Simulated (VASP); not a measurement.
An input for VASP 6.6.1 (Al17N16 (a cell with a defect)):

The input INCAR:

```
PREC = Accurate
ENCUT = 520
EDIFF = 1E-6
ISMEAR = 0
SIGMA = 0.02
LREAL = Auto
LASPH = True
NELM = 80
ALGO = Normal
ISIF = 2
LWAVE = False
LCHARG = False
GGA = PE
NBANDS = 88
```

Contents of KPOINTS:

```
Automatic mesh
0
Gamma
  2 2 2
  0.5 0.5 0.5
```

The input POSCAR:

```
Al17N16
1.0
   -4.4031742052      4.4031742052     -4.4031742052
    4.4031742052      4.4031742052      4.4031742052
    4.4031742052     -4.4031742052     -4.4031742052
Al N
17 16
Direct
    0.5060765021      0.5060765021      0.0116665836
    0.2383359029      0.7444154710     -0.0055858567
    0.7616647318      0.5060787732      0.7560805784
   -0.0000006813      0.0000024982     -0.0451192687
    0.5060776377      0.7616624607      0.7560794429
    0.7444162659      0.2383385147     -0.0055860838
    0.2555847095     -0.0000018169      0.7439196923
    0.0000021575      0.4939239055      0.5055853792
    0.7444100204      0.7444096798      0.4883339609
   -0.0000014762      0.2555827790      0.7439208279
    0.2555933396      0.4939222022      0.2499999883
    0.4939216344      0.0000014762      0.5055867418
    0.2951200519      0.2951227772      0.5451192454
   -0.0000056777      0.7048744509      0.2499991935
    0.7048785388      0.0000022711      0.2499994206
    0.4939222022      0.2555940209      0.2500002155
    0.0000009084     -0.0000031795      0.2500016917
    0.2500006697      0.7500007599      0.7500008735
   -0.0000001136     -0.0000026118      0.7229175707
    0.4999999767      0.7500024632      0.5000025885
    0.7500000786      0.2500001019      0.7499987159
    0.2332519569     -0.0000003407      0.4832526266
    0.5270825981      0.5270805541      0.7770830407
    0.0000028389      0.2332544551      0.4832544435
    0.7667482236      0.7667482236      0.2500003290
    0.4729171282      0.0000043151      0.2500004426
    0.7500022361      0.4999994089      0.5000031562
   -0.0000006813      0.7667468609      0.0167472366
    0.2332530925      0.2332526382      0.2499998748
    0.0000063590      0.4729176960      0.2499998748
    0.7667481100      0.0000001136      0.0167458739
    0.4999988412      0.2499964682     -0.0000031795
    0.2499972630      0.4999998631     -0.0000029524
```

Potentials or basis: VASP PAW PBE potentials, release 64 (Al, N).

The run is started by

```bash
$ cat potpaw_PBE.64/Al/POTCAR potpaw_PBE.64/N/POTCAR > POTCAR
$ mpirun -np 1 vasp_std > vasp.out
```

Q: How does this run end?

A: The run stopped without a result. It printed:

OUTCAR:

```text
PREC = Accurate
   ENCUT = 520
   EDIFF = 1E-6
   ISMEAR = 0
   LREAL = Auto
   LASPH = True
   NELM = 80
   ISIF = 2
   GGA = PE

[... 93 lines left out ...]
|     E        R     R  R     R  O     O  R     R     ###     ###     ###     |
|     E        R     R  R     R  O     O  R     R     ###     ###     ###     |
|     EEEEE    RRRRRR   RRRRRR   O     O  RRRRRR       #       #       #      |
|     E        R   R    R   R    O     O  R   R                               |
|     E        R    R   R    R   O     O  R    R      ###     ###     ###     |
|     EEEEEEE  R     R  R     R  OOOOOOO  R     R     ###     ###     ###     |
|                                                                             |
|     VERY BAD NEWS! internal error in subroutine INVGRP: inverse of          |
|     rotation matrix was not found (increase SYMPREC) 9                      |
|                                                                             |
|       ---->  I REFUSE TO CONTINUE WITH THIS SICK JOB ... BYE!!! <----       |
|                                                                             |
 -----------------------------------------------------------------------------
```

On the terminal:

```text
POSCAR found type information on POSCAR AlN
 POSCAR found :  2 types and      33 ions
[... 18 lines left out ...]

1
```
